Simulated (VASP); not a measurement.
# C in VASP: notebook

C is run at these levels: PBEsol; tasks: single point, relaxation of cell and atoms.

Everything below comes from runs of VASP 6.6.1. Logs are shortened: lines on timing, memory, paths and dates and some standing lists are left out, and cuts for length are marked.

## (1) The cell of the first run

It takes space group I4_1/amd (No. 141, tetragonal). Conventional cell: a = 4.346 Å, b = 4.346 Å, c = 2.371 Å, α = 90.00°, β = 90.00°, γ = 90.00°. Within 3.0 Å of C (site symmetry -4m2) lie 10 C at 2.25 to 2.81 Å.

## (2) Single point, PBEsol

File INCAR:

```
SYSTEM = C
PREC = Accurate
ENCUT = 520
EDIFF = 1E-6
ISMEAR = 0
SIGMA = 0.1
LREAL = .FALSE.
LASPH = .TRUE.
NELM = 80
ALGO = Normal
ISIF = 2
LWAVE = .FALSE.
LCHARG = .FALSE.
GGA = PS
NBANDS = 11
```

File KPOINTS:

```
regular mesh
0
G
  8 8 8
  0 0 0
```

File POSCAR:

```
C
1.0
   -2.1731842891      2.1731842891      1.1855121455
    2.1731842891     -2.1731842891      1.1855121455
    2.1731842891      2.1731842891     -1.1855121455
C
2
Direct
    0.0000000000      0.0000000000      0.0000000000
    0.7500000000      0.2500000000      0.5000000000
```

Potentials or basis: VASP PAW PBE potentials, release 64 (C).

Started as:

```bash
cat potpaw_PBE.64/C/POTCAR > POTCAR
mpirun -np 1 vasp_std > vasp.out
```

OUTCAR:

```text
SYSTEM = C
   PREC = Accurate
   ENCUT = 520
   EDIFF = 1E-6
   ISMEAR = 0
   LREAL = .FALSE.
   LASPH = .TRUE.
   NELM = 80
   ISIF = 2
   GGA = PS

 ion  position               nearest neighbor table
   1  0.000  0.000  0.000-
   2  0.750  0.250  0.500-

  LATTYP: Found a body centered tetragonal cell.
 ALAT       =     4.3463685782
 C/A-ratio  =     0.5455184595

  Lattice vectors:

 A1 = (  -2.1731842891,   2.1731842891,   1.1855121455)
 A2 = (   2.1731842891,  -2.1731842891,   1.1855121455)
 A3 = (   2.1731842891,   2.1731842891,  -1.1855121455)

Analysis of symmetry for initial positions (statically):
=====================================================================
 Subroutine PRICEL returns:
 Original cell was already a primitive cell.

 Routine SETGRP: Setting up the symmetry group for a
 body centered tetragonal supercell.

 Subroutine GETGRP returns: Found 16 space group operations
 (whereof  8 operations were pure point group operations)
 out of a pool of 16 trial point group operations.

The static configuration has the point symmetry D_2d.
 The point group associated with its full space group is D_4h.

Analysis of symmetry for dynamics (positions and initial velocities):
=====================================================================
 Subroutine PRICEL returns:
 Original cell was already a primitive cell.

 Routine SETGRP: Setting up the symmetry group for a
 body centered tetragonal supercell.

 Subroutine GETGRP returns: Found 16 space group operations
 (whereof  8 operations were pure point group operations)
 out of a pool of 16 trial point group operations.

The dynamic configuration has the point symmetry D_2d.
 The point group associated with its full space group is D_4h.

 Subroutine INISYM returns: Found 16 space group operations
 (whereof  8 operations are pure point group operations),
 and found     1 'primitive' translations

----------------------------------------------------------------------------------------

                                     Primitive cell

  volume of cell :      22.3954

  direct lattice vectors                    reciprocal lattice vectors
    -2.173184289  2.173184289  1.185512145     0.000000000  0.230077128  0.421758648
     2.173184289 -2.173184289  1.185512145     0.230077128  0.000000000  0.421758648
     2.173184289  2.173184289 -1.185512145     0.230077128  0.230077128  0.000000000
[... 90 lines left out ...]
   ISIF   =      2    stress and relaxation
   ISYM   =      2    0-nonsym 1-usesym 2-fastsym
   POTIM  = 0.5000    time-step for ionic-motion
   TEBEG  =    0.0;   TEEND  =   0.0 temperature during run
   PSTRESS=    0.0 pullay stress
   NELECT =       8.0000    total number of electrons
   NUPDOWN=      -1.0000    fix difference up-down
   EMIN   =  10.00;   EMAX   =-10.00  energy-range for DOS
   EFERMI =   0.00;   METHOD = LEGACY
   ISMEAR =     0;   SIGMA  =   0.10  broadening in eV -4-tet -1-fermi 0-gaus
   EFERMI_NEDOS =   21; number of points for ismear=-14 and -15
   IALGO  =     38    algorithm
   IMIX   =      4    mixing-type and parameters
     AMIX     =   0.40;   BMIX     =  1.00
     AMIX_MAG =   1.60;   BMIX_MAG =  1.00
  volume/ion in A,a.u.               =      11.20        75.57
  Fermi-wavevector in a.u.,A,eV,Ry     =   1.161587  2.195081 18.358132  1.349285
  Thomas-Fermi vector in A             =   2.298158
   LORBIT       =      0    0 simple, 1 ext, 2 COOP (PROOUT), +10 PAW based schemes
   GGA     = PS    functional components
   LHFCALC =     F    Hartree Fock is set to
   AEXX    =    0.0000 exact exchange contribution
   IVDW    =     0    specifies the selected vdW correction
   LEPSILON=     F    determine dielectric tensor
   LRPA    =     F    only Hartree local field effects (RPA)
 non-spin polarized calculation
 Gauss-broadening in eV      SIGMA  =   0.10
  energy-cutoff  :      520.00
  volume of cell :       22.40
 maximum number of plane-waves:       614
   NGX = 13   NGY = 13   NGZ = 13

 number of electron       8.0000000 magnetization

 Free energy of the ion-electron system (eV)
  ---------------------------------------------------
  ext. energy  EPLUGINS =         0.00000000
  ---------------------------------------------------
  free energy    TOTEN  =       -10.09787039 eV

  energy without entropy =      -10.09200703  energy(sigma->0) =      -10.09493871

 E-fermi :   2.3505     XC(G=0): -10.7772

 val. band max:        2.3426822228   @ k =   0.5000   0.2500   0.0000
 cond. band min:       2.3639178648   @ k =  -0.2500  -0.2500   0.1250
 fundamental gap:      0.0212356421
 Fermi energy:         2.3505386064

 k-point     1 :       0.0000    0.0000    0.0000
  band No.  band energies     occupation
      1     -11.5054      2.00000
      2      -2.2260      2.00000
      3       0.2719      2.00000
      4       0.2719      2.00000
      5       7.5814      0.00000
      6       7.6112      0.00000
      7       7.6216      0.00000
      8       7.6216      0.00000
      9      12.0038      0.00000
     10      20.8660      0.00000
     11      23.5477      0.00000
[... 309 lines left out ...]
 k-point    24 :       0.3750    0.1250    0.1250
  band No.  band energies     occupation
      1      -5.6611      2.00000
      2      -4.0385      2.00000
      3      -1.4904      2.00000
      4      -0.1482      2.00000
      5       3.1442      0.00000
      6       5.2241      0.00000
      7       6.1858      0.00000
      8       6.8417      0.00000
      9      15.8723      0.00000
     10      17.6959      0.00000
     11      19.1919      0.00000

 [... further k-points ...]

------------------------ aborting loop because EDIFF is reached ----------------------------------------

  FORCE on cell =-STRESS in cart. coord.  units (eV):
  Direction    XX          YY          ZZ          XY          YZ          ZX
  --------------------------------------------------------------------------------------
  -------------------------------------------------------------------------------------
  Total       -7.3455836     -7.3455836     -5.6260913      0.0000000      0.0000000      0.0000000
  in kB     -525.5061149   -525.5061149   -402.4929211      0.0000000      0.0000000      0.0000000
  external PRESSURE =    -484.5017170 kB  Pullay stress =       0.0000000 kB

 VOLUME and BASIS-vectors are now :
 -----------------------------------------------------------------------------
  energy-cutoff  :      520.00
  volume of cell :       22.40
      direct lattice vectors                 reciprocal lattice vectors
    -2.173184289  2.173184289  1.185512145     0.000000000  0.230077128  0.421758648
     2.173184289 -2.173184289  1.185512145     0.230077128  0.000000000  0.421758648
     2.173184289  2.173184289 -1.185512145     0.230077128  0.230077128  0.000000000

 POSITION                                       TOTAL-FORCE (eV/Angst)
 -----------------------------------------------------------------------------------
      0.00000      0.00000      0.00000         0.000000      0.000000     -0.000000
      0.00000      2.17318      0.59276        -0.000000     -0.000000      0.000000
 -----------------------------------------------------------------------------------
    total drift:                                0.000000      0.000000     -0.000000

  FREE ENERGIE OF THE ION-ELECTRON SYSTEM (eV)
  ---------------------------------------------------
  free  energy   TOTEN  =       -10.0978703917 eV

  energy  without entropy=      -10.0920070298  energy(sigma->0) =      -10.09493871
```

OSZICAR:

```text
N       E                     dE             d eps       ncg     rms          rms(c)
DAV:   1     0.429762719692E+01    0.42976E+01   -0.39534E+03  1298   0.661E+02
DAV:   2    -0.965115521280E+01   -0.13949E+02   -0.13355E+02  1969   0.911E+01
DAV:   3    -0.101402347471E+02   -0.48908E+00   -0.48448E+00  1544   0.130E+01
DAV:   4    -0.101425271009E+02   -0.22924E-02   -0.22920E-02  1475   0.106E+00
DAV:   5    -0.101425330713E+02   -0.59704E-05   -0.59709E-05  1556   0.558E-02    0.164E+00
DAV:   6    -0.101073838333E+02    0.35149E-01   -0.27661E-02  1424   0.106E+00    0.857E-01
DAV:   7    -0.100976839477E+02    0.96999E-02   -0.29902E-02  1457   0.113E+00    0.141E-01
DAV:   8    -0.100978728905E+02   -0.18894E-03   -0.61974E-04  1532   0.177E-01    0.154E-02
DAV:   9    -0.100978705321E+02    0.23584E-05   -0.81981E-06  1499   0.198E-02    0.602E-03
DAV:  10    -0.100978703917E+02    0.14034E-06   -0.47884E-07   982   0.480E-03
   1 F= -.10097870E+02 E0= -.10094939E+02  d E =-.586336E-02
```

stdout:

```text
POSCAR found type information on POSCAR C
 POSCAR found :  1 types and       2 ions
 scaLAPACK will be used
 -----------------------------------------------------------------------------
|                                                                             |
|                                                                             |
|     You enforced a specific xc type in the INCAR file but a different       |
|     I HOPE YOU KNOW WHAT YOU ARE DOING!                                     |
|                                                                             |
 -----------------------------------------------------------------------------

 LDA part: xc-table for (Slater+PW92), standard interpolation
 POSCAR, INCAR and KPOINTS ok, starting setup
 FFT: planning ... GRIDC
 FFT: planning ... GRID_SOFT
 FFT: planning ... GRID
 WAVECAR not read
 entering main loop
```

Wall time 8.4 s (1 thread of Intel Xeon Platinum 8488C (Sapphire Rapids), shared host); peak memory 0.13 GiB.

Results:

* Free energy: -10.0979 eV
* Pressure: -48.5 GPa
* Band gap on the k mesh: zero (band 4 reaches 3.74 eV, above the bottom of band 5 at 0.36 eV)

Stress tensor (GPa, compression positive):
```
-52.55   0.00   0.00
  0.00 -52.55   0.00
  0.00   0.00 -40.25
```

Caveat: the k points lie up to 0.38 Å⁻¹ apart; the PAW data sets were made with another functional, which shifts forces and pressure a little.

(Continued in part 2 of 3.)
